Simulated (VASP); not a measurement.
NiO:

```
Ni O
1.0
     2.94991    0.00000    0.00000
     1.47496    2.55470    0.00000
     1.47496    0.85157    2.40859
Ni O
1 1
Cartesian
  0.0000 0.0000 0.0000
  2.9499 1.7031 1.2043
```

Program: VASP 6.6.1. Alike in all runs: task single point; level PBEsol+U; potentials or basis VASP PAW PBE potentials, release 64 (Ni, O); spin collinear, ferromagnetic start; cell as given; k mesh 12 × 12 × 12; cutoff (eV) 520; smearing fermi-dirac 0.15 eV.

Order these runs on this cell by their band gap on the k mesh, lowest first.
A. U Ni d U = 1.0 eV
B. U Ni d U = 7.0 eV
C. U Ni d U = 3.0 eV
D. U Ni d U = 5.0 eV

A (metal), C (0.61 eV), D (1.65 eV), B (2.72 eV).

Caveats: a cell with one magnetic atom can't hold antiferromagnetic order, which such compounds often take.

A k mesh can miss the band edges.
